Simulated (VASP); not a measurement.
# Si (Fmmm) in VASP: a series of runs

Runs on Si. Level: LDA. Tasks: single point.

Program: VASP 6.6.1. These are calculated values, not measurements. Logs are shortened: lines on timing, memory, paths and dates and some standing lists are left out, and cuts for length are marked.

## (1) The cell of the first run

Symmetry: Fmmm, No. 69, orthorhombic system. Conventional cell: a = 2.641 Å, b = 4.515 Å, c = 4.688 Å, α = 90.00°, β = 90.00°, γ = 90.00°. Si (site symmetry mmm) has 14 Si at 2.62 to 3.25 Å within 3.5 Å.

## (2) Single point, LDA (strain +0.0375 x Voigt [0, 0, 0, 0, 0, 1])

The input, INCAR:

```
SYSTEM = Si
  PREC = Accurate
  ENCUT = 520
  EDIFF = 1E-6
  ISMEAR = 0
  SIGMA = 0.15
  LREAL = .FALSE.
  LASPH = .TRUE.
  NELM = 80
  ALGO = Normal
  ISIF = 2
  LWAVE = .FALSE.
  LCHARG = .FALSE.
  GGA = CA
  NBANDS = 8
```

The input, KPOINTS:

```
Automatic mesh
0
G
  22 22 22
  0 0 0
```

The input, POSCAR:

```
Si
1.0
   -1.5964102751      1.5964102751      1.3203298500
    1.5964102751     -1.5964102751      1.3203298500
    1.6574195849      1.6574195849     -1.3203298500
Si
1
Direct
    0.0000000000      0.0000000000      0.0000000000
```

Potentials or basis: VASP PAW LDA potentials, release 64 (Si).

Command:

```
$ cat potpaw_LDA.64/Si/POTCAR > POTCAR
$ mpirun -np 1 vasp_std > vasp.out
```

OUTCAR:

```text
SYSTEM = Si
   PREC = Accurate
   ENCUT = 520
   EDIFF = 1E-6
   ISMEAR = 0
   LREAL = .FALSE.
   LASPH = .TRUE.
   NELM = 80
   ISIF = 2
   GGA = CA

 ion  position               nearest neighbor table
   1  0.000  0.000  0.000-

  LATTYP: Found a face centered orthorhombic cell.
 ALAT       =     2.6406597000
 B/A-ratio  =     1.7099250329
 C/A-ratio  =     1.7752724863

  Lattice vectors:

 A1 = (   3.2538298600,   0.0610093098,   0.0000000000)
 A2 = (   1.6574195849,   1.6574195849,   1.3203298500)
 A3 = (   1.5964102751,  -1.5964102751,   1.3203298500)

Analysis of symmetry for initial positions (statically):
=====================================================================
 Subroutine PRICEL returns:
 Original cell was already a primitive cell.

 Routine SETGRP: Setting up the symmetry group for a
 face centered orthorhombic supercell.

 Subroutine GETGRP returns: Found  8 space group operations
 (whereof  8 operations were pure point group operations)
 out of a pool of  8 trial point group operations.

The static configuration has the point symmetry D_2h.

Analysis of symmetry for dynamics (positions and initial velocities):
=====================================================================
 Subroutine PRICEL returns:
 Original cell was already a primitive cell.

 Routine SETGRP: Setting up the symmetry group for a
 face centered orthorhombic supercell.

 Subroutine GETGRP returns: Found  8 space group operations
 (whereof  8 operations were pure point group operations)
 out of a pool of  8 trial point group operations.

The dynamic configuration has the point symmetry D_2h.

 Subroutine INISYM returns: Found  8 space group operations
 (whereof  8 operations are pure point group operations),
 and found     1 'primitive' translations

----------------------------------------------------------------------------------------

                                     Primitive cell

  volume of cell :      13.9740

  direct lattice vectors                    reciprocal lattice vectors
    -1.596410275  1.596410275  1.320329850    -0.005764467  0.307438228  0.378693249
     1.596410275 -1.596410275  1.320329850     0.307438228 -0.005764467  0.378693249
     1.657419585  1.657419585 -1.320329850     0.301673761  0.301673761  0.000000000

  length of vectors
     2.615401010  2.615401010  2.690232383     0.487811510  0.487811510  0.426631124

  position of ions in fractional coordinates (direct lattice)
     0.000000000  0.000000000  0.000000000

[... 73 lines left out ...]
   ENCUT  =  520.0 eV  38.22 Ry    6.18 a.u.   4.86  4.86  5.00*2*pi/ulx,y,z
   NELM   =     80;   NELMIN=  2; NELMDL= -5     # of ELM steps
   EDIFF  = 0.1E-05   stopping-criterion for ELM
   LREAL  =      F    real-space projection
   EDIFFG = 0.1E-04   stopping-criterion for IOM
   NSW    =      0    number of steps for IOM
   IBRION =     -1    ionic relax: 0-MD 1-quasi-New 2-CG
   NFREE  =      0    steps in history (QN), initial steepest desc. (CG)
   ISIF   =      2    stress and relaxation
   ISYM   =      2    0-nonsym 1-usesym 2-fastsym
   POTIM  = 0.5000    time-step for ionic-motion
   TEBEG  =    0.0;   TEEND  =   0.0 temperature during run
   PSTRESS=    0.0 pullay stress
   NELECT =       4.0000    total number of electrons
   NUPDOWN=      -1.0000    fix difference up-down
   EMIN   =  10.00;   EMAX   =-10.00  energy-range for DOS
   EFERMI =   0.00;   METHOD = LEGACY
   ISMEAR =     0;   SIGMA  =   0.15  broadening in eV -4-tet -1-fermi 0-gaus
   EFERMI_NEDOS =   21; number of points for ismear=-14 and -15
   IALGO  =     38    algorithm
   IMIX   =      4    mixing-type and parameters
     AMIX     =   0.40;   BMIX     =  1.00
     AMIX_MAG =   1.60;   BMIX_MAG =  1.00
  volume/ion in A,a.u.               =      13.97        94.30
  Fermi-wavevector in a.u.,A,eV,Ry     =   1.078918  2.038859 15.838047  1.164064
  Thomas-Fermi vector in A             =   2.214869
   LORBIT       =      0    0 simple, 1 ext, 2 COOP (PROOUT), +10 PAW based schemes
   GGA     = CA    functional components
   LHFCALC =     F    Hartree Fock is set to
   AEXX    =    0.0000 exact exchange contribution
   IVDW    =     0    specifies the selected vdW correction
   LEPSILON=     F    determine dielectric tensor
   LRPA    =     F    only Hartree local field effects (RPA)
 non-spin polarized calculation
 Gauss-broadening in eV      SIGMA  =   0.15
  energy-cutoff  :      520.00
  volume of cell :       13.97
 maximum number of plane-waves:       390
   NGX =  9   NGY =  9   NGZ =  9

 number of electron       4.0000000 magnetization

 Free energy of the ion-electron system (eV)
  ---------------------------------------------------
  ext. energy  EPLUGINS =         0.00000000
  ---------------------------------------------------
  free energy    TOTEN  =        -5.56213676 eV

  energy without entropy =       -5.55689697  energy(sigma->0) =       -5.55951686

 E-fermi :  10.5341     XC(G=0): -11.3947

 val. band max:       10.5332898151   @ k =  -0.1364  -0.3182   0.1364
 cond. band min:      10.5384803973   @ k =  -0.0909   0.3636   0.1818
 fundamental gap:      0.0051905822
 Fermi energy:        10.5340624638

 k-point     1 :       0.0000    0.0000    0.0000
  band No.  band energies     occupation
      1      -4.1463      2.00000
      2      19.7231      0.00000
      3      19.9975      0.00000
      4      21.4448      0.00000
      5      23.6800      0.00000
      6      24.2407      0.00000
      7      25.4123      0.00000
      8      26.0678      0.00000
[... 243 lines left out ...]
 k-point    24 :      -0.4545    0.0455   -0.0000
  band No.  band energies     occupation
      1       2.1104      2.00000
      2       6.8892      2.00000
      3      14.7473      0.00000
      4      16.3121      0.00000
      5      17.9044      0.00000
      6      20.9407      0.00000
      7      29.3974      0.00000
      8      32.3163      0.00000

 [... further k-points ...]
[... 5 lines left out ...]
  --------------------------------------------------------------------------------------
  -------------------------------------------------------------------------------------
  Total        0.0196364      0.0196364     -0.0609147     -0.2073487      0.0000000      0.0000000
  in kB        2.2514053      2.2514053     -6.9841430    -23.7734683      0.0000000      0.0000000
  external PRESSURE =      -0.8271108 kB  Pullay stress =       0.0000000 kB

 VOLUME and BASIS-vectors are now :
 -----------------------------------------------------------------------------
  energy-cutoff  :      520.00
  volume of cell :       13.97
      direct lattice vectors                 reciprocal lattice vectors
    -1.596410275  1.596410275  1.320329850    -0.005764467  0.307438228  0.378693249
     1.596410275 -1.596410275  1.320329850     0.307438228 -0.005764467  0.378693249
     1.657419585  1.657419585 -1.320329850     0.301673761  0.301673761  0.000000000

 POSITION                                       TOTAL-FORCE (eV/Angst)
 -----------------------------------------------------------------------------------
      0.00000      0.00000      0.00000         0.000000     -0.000000      0.000000
 -----------------------------------------------------------------------------------
    total drift:                                0.000000      0.000000     -0.000000

  FREE ENERGIE OF THE ION-ELECTRON SYSTEM (eV)
  ---------------------------------------------------
  free  energy   TOTEN  =        -5.5621367555 eV

  energy  without entropy=       -5.5568969669  energy(sigma->0) =       -5.55951686
```

OSZICAR:

```text
N       E                     dE             d eps       ncg     rms          rms(c)
DAV:   1    -0.299511840395E+01   -0.29951E+01   -0.18346E+03 26672   0.384E+02
DAV:   2    -0.556948641023E+01   -0.25744E+01   -0.24414E+01 36360   0.307E+01
DAV:   3    -0.558481924271E+01   -0.15333E-01   -0.15313E-01 27800   0.249E+00
DAV:   4    -0.558483634126E+01   -0.17099E-04   -0.17099E-04 40168   0.876E-02
DAV:   5    -0.558483634492E+01   -0.36588E-08   -0.30671E-08 28144   0.698E-04    0.302E+00
DAV:   6    -0.557012015295E+01    0.14716E-01   -0.47730E-03 28600   0.293E-01    0.168E+00
DAV:   7    -0.556218337365E+01    0.79368E-02   -0.86950E-03 29312   0.396E-01    0.119E-01
DAV:   8    -0.556213674696E+01    0.46627E-04   -0.41059E-05 37184   0.457E-02    0.176E-02
DAV:   9    -0.556213675550E+01   -0.85340E-08   -0.50848E-07 30824   0.534E-03
   1 F= -.55621368E+01 E0= -.55595169E+01  d E =-.523979E-02
```

stdout:

```text
POSCAR found type information on POSCAR Si
 POSCAR found :  1 types and       1 ions
 scaLAPACK will be used
 LDA part: xc-table for (Slater(with rela. corr.)+CA(PZ))
 , standard interpolation
 POSCAR, INCAR and KPOINTS ok, starting setup
 FFT: planning ... GRIDC
 FFT: planning ... GRID_SOFT
 FFT: planning ... GRID
 WAVECAR not read
 entering main loop
```

Run time: 59 s. Hardware: 1 thread of AMD EPYC 9R45 (Zen 5), shared host; peak memory 0.21 GiB.

Results:

```yaml
Free_energy: -5.5621 eV
Pressure: -0.1 GPa
Band_gap_on_the_k_mesh: zero (band 2 reaches 19.73 eV, above the bottom of band 3 at 6.75 eV)
```

Stress tensor (GPa, compression positive):
```
 0.23 -2.38  0.00
-2.38  0.23  0.00
 0.00  0.00 -0.70
```

Caveat: the cell differs from its parent crystal (strain +0.0375 x Voigt [0, 0, 0, 0, 0, 1]).

## (3) Single point, LDA (strain +0.0562 x Voigt [0, 0, 0, 0, 0, 1])

The input, INCAR:

```
SYSTEM = Si
  ALGO = Normal
  EDIFF = 1E-7
  ENCUT = 520
  ISIF = 2
  ISMEAR = 0
  LASPH = .True.
  LCHARG = .False.
  LREAL = .False.
  LWAVE = .False.
  NBANDS = 8
  NELM = 80
  PREC = Accurate
  SIGMA = 0.15
```

The input, KPOINTS:

```
k-points
0
Gamma
  22 22 22
  0 0 0
```

The input, POSCAR:

```
Si
1.0
   -1.5811986205      1.5811986205      1.3203298500
    1.5811986205     -1.5811986205      1.3203298500
    1.6726312395      1.6726312395     -1.3203298500
Si
1
Direct
    0.0000000000      0.0000000000      0.0000000000
```

Potentials or basis: VASP PAW LDA potentials, release 64 (Si).

Command:

```
$ cat potpaw_LDA.64/Si/POTCAR > POTCAR
$ mpirun -np 1 vasp_std > vasp.out
```

OUTCAR:

```text
SYSTEM = Si
   EDIFF = 1E-7
   ENCUT = 520
   ISIF = 2
   ISMEAR = 0
   LASPH = .True.
   LREAL = .False.
   NELM = 80
   PREC = Accurate

 ion  position               nearest neighbor table
   1  0.000  0.000  0.000-

  LATTYP: Found a face centered orthorhombic cell.
 ALAT       =     2.6406597000
 B/A-ratio  =     1.6936317345
 C/A-ratio  =     1.7915657847

  Lattice vectors:

 A1 = (   3.2538298600,   0.0914326190,   0.0000000000)
 A2 = (   1.6726312395,   1.6726312395,   1.3203298500)
 A3 = (   1.5811986205,  -1.5811986205,   1.3203298500)

Analysis of symmetry for initial positions (statically):
=====================================================================
 Subroutine PRICEL returns:
 Original cell was already a primitive cell.

 Routine SETGRP: Setting up the symmetry group for a
 face centered orthorhombic supercell.

 Subroutine GETGRP returns: Found  8 space group operations
 (whereof  8 operations were pure point group operations)
 out of a pool of  8 trial point group operations.

The static configuration has the point symmetry D_2h.

[... 154 lines left out ...]
  free energy    TOTEN  =        -5.55787383 eV

  energy without entropy =       -5.55281241  energy(sigma->0) =       -5.55534312

 E-fermi :  10.5319     XC(G=0): -11.3954

 val. band max:       10.5314378598   @ k =  -0.3636   0.5000   0.3636
 cond. band min:      10.5390823193   @ k =  -0.2727   0.3182   0.1818
 fundamental gap:      0.0076444595
 Fermi energy:        10.5318527691

 k-point     1 :       0.0000    0.0000    0.0000
  band No.  band energies     occupation
      1      -4.1488      2.00000
      2      19.3102      0.00000
      3      19.8483      0.00000
      4      21.8860      0.00000
      5      23.8641      0.00000
      6      24.2611      0.00000
      7      25.2585      0.00000
      8      26.2417      0.00000
[... 243 lines left out ...]
 k-point    24 :      -0.4545    0.0455   -0.0000
  band No.  band energies     occupation
      1       2.1208      2.00000
      2       6.8750      2.00000
      3      14.8210      0.00000
      4      16.2556      0.00000
      5      17.8147      0.00000
      6      21.0831      0.00000
      7      29.4275      0.00000
      8      32.3545      0.00000

 [... further k-points ...]
[... 5 lines left out ...]
  --------------------------------------------------------------------------------------
  -------------------------------------------------------------------------------------
  Total        0.0377077      0.0377077     -0.0410919     -0.2531390      0.0000000      0.0000000
  in kB        4.3252509      4.3252509     -4.7134346    -29.0362520      0.0000000      0.0000000
  external PRESSURE =       1.3123558 kB  Pullay stress =       0.0000000 kB

 VOLUME and BASIS-vectors are now :
 -----------------------------------------------------------------------------
  energy-cutoff  :      520.00
  volume of cell :       13.97
      direct lattice vectors                 reciprocal lattice vectors
    -1.581198620  1.581198620  1.320329850    -0.008642801  0.307573007  0.378693249
     1.581198620 -1.581198620  1.320329850     0.307573007 -0.008642801  0.378693249
     1.672631240  1.672631240 -1.320329850     0.298930205  0.298930205  0.000000000

 POSITION                                       TOTAL-FORCE (eV/Angst)
 -----------------------------------------------------------------------------------
      0.00000      0.00000      0.00000         0.000000      0.000000      0.000000
 -----------------------------------------------------------------------------------
    total drift:                               -0.000000     -0.000000     -0.000000

  FREE ENERGIE OF THE ION-ELECTRON SYSTEM (eV)
  ---------------------------------------------------
  free  energy   TOTEN  =        -5.5578738346 eV

  energy  without entropy=       -5.5528124105  energy(sigma->0) =       -5.55534312
```

OSZICAR:

```text
N       E                     dE             d eps       ncg     rms          rms(c)
DAV:   1    -0.304407927797E+01   -0.30441E+01   -0.18249E+03 26728   0.383E+02
DAV:   2    -0.556616916287E+01   -0.25221E+01   -0.24047E+01 36416   0.305E+01
DAV:   3    -0.558132197978E+01   -0.15153E-01   -0.15131E-01 27752   0.247E+00
DAV:   4    -0.558133801475E+01   -0.16035E-04   -0.16035E-04 40280   0.874E-02
DAV:   5    -0.558133801819E+01   -0.34318E-08   -0.29265E-08 27792   0.672E-04    0.303E+00
DAV:   6    -0.556607808490E+01    0.15260E-01   -0.51248E-03 28864   0.302E-01    0.169E+00
DAV:   7    -0.555792344168E+01    0.81546E-02   -0.92401E-03 29712   0.406E-01    0.118E-01
DAV:   8    -0.555787390521E+01    0.49536E-04   -0.58041E-05 36464   0.509E-02    0.170E-02
DAV:   9    -0.555787383456E+01    0.70654E-07   -0.89975E-07 32056   0.707E-03
   1 F= -.55578738E+01 E0= -.55553431E+01  d E =-.506142E-02
```

It took 58 s on 1 thread of AMD EPYC 9R45 (Zen 5), shared host; peak memory 0.21 GiB.

What came out:

- Free energy: -5.5579 eV
- Pressure: 0.1 GPa
- Band gap on the k mesh: zero (band 2 reaches 19.37 eV, above the bottom of band 3 at 6.73 eV)

Levels at points of the mesh, in eV from the Fermi level:
```
           k point  band 1  band 2  band 3  band 4  band 5
(0.00, 0.00, 0.00)  -14.68    8.78    9.32   11.35   13.33
(0.50, 0.00, 0.00)   -6.41   -6.06    4.59    6.26    6.81
(0.50, 0.50, 0.00)   -7.91   -7.21    8.43   11.19   11.22
(0.00, 0.00, 0.50)   -9.09   -7.47    9.50   11.48   12.09
(0.50, 0.50, 0.50)   -2.74   -1.94   -1.46    1.27    4.14
```

Caveat: the cell differs from its parent crystal (strain +0.0562 x Voigt [0, 0, 0, 0, 0, 1]).

## (4) Single point, LDA (strain +0.0187 x Voigt [0, 0, 0, 0, 0, 1])

The input, INCAR:

```
PREC = Accurate ; ENCUT = 520
EDIFF = 1E-6 ; ISMEAR = 0
SIGMA = 0.15 ; LREAL = False
LASPH = True ; NELM = 100
ALGO = Normal ; ISIF = 2
LWAVE = False ; LCHARG = False
NBANDS = 8
```

The input, KPOINTS:

```
regular mesh
0
Gamma
  22 22 22
```

The input, POSCAR:

```
Si
1.0
   -1.6117032754      1.6117032754      1.3203298500
    1.6117032754     -1.6117032754      1.3203298500
    1.6421265846      1.6421265846     -1.3203298500
Si
1
Direct
    0.0000000000      0.0000000000      0.0000000000
```

Command:

```
$ cat potpaw_LDA.64/Si/POTCAR > POTCAR
$ mpirun -np 1 vasp_std > vasp.out
```

It took 61 s on 1 thread of AMD EPYC 9R45 (Zen 5), shared host; peak memory 0.21 GiB.

Results (log left out):

- Free energy: -5.5654 eV
- Pressure: -0.2 GPa
- Band gap on the k mesh: zero (band 2 reaches 20.11 eV, above the bottom of band 3 at 6.78 eV)

Stress tensor (GPa, compression positive):
```
 0.08 -1.46  0.00
-1.46  0.08  0.00
 0.00  0.00 -0.71
```

Levels at points of the mesh, in eV from the Fermi level:
| k point | band 1 | band 2 | band 3 | band 4 | band 5 |
| --- | --- | --- | --- | --- | --- |
| (0.00, 0.00, 0.00) | -14.68 | 9.56 | 9.61 | 10.47 | 13.02 |
| (0.50, 0.00, 0.00) | -6.41 | -6.06 | 4.74 | 6.34 | 6.57 |
| (0.50, 0.50, 0.00) | -8.33 | -7.31 | 8.77 | 11.47 | 11.49 |
| (0.00, 0.00, 0.50) | -8.72 | -7.40 | 9.13 | 11.48 | 11.77 |
| (0.50, 0.50, 0.50) | -2.51 | -2.24 | -1.50 | 1.24 | 4.15 |

Caveat: the cell differs from its parent crystal (strain +0.0187 x Voigt [0, 0, 0, 0, 0, 1]).

## (5) The runs side by side

```tsv
cell	gap on the mesh (eV)	pressure (GPa)
a = 2.615, b = 2.615, c = 2.690 Å, angles 104.3, 104.3, 119.4°, 1 atom	none	-0.1
a = 2.597, b = 2.597, c = 2.709 Å, angles 104.3, 104.3, 118.9°, 1 atom	none	0.1
a = 2.634, b = 2.634, c = 2.671 Å, angles 104.3, 104.3, 119.8°, 1 atom	none	-0.2
```

Alike in all rows: task single point; level LDA; potentials or basis VASP PAW LDA potentials, release 64 (Si); no spin polarisation; k mesh 22 × 22 × 22; cutoff (eV) 520; smearing gaussian 0.15 eV.

Total energies depend on the potentials used, so only differences within one code and one set of settings carry meaning.
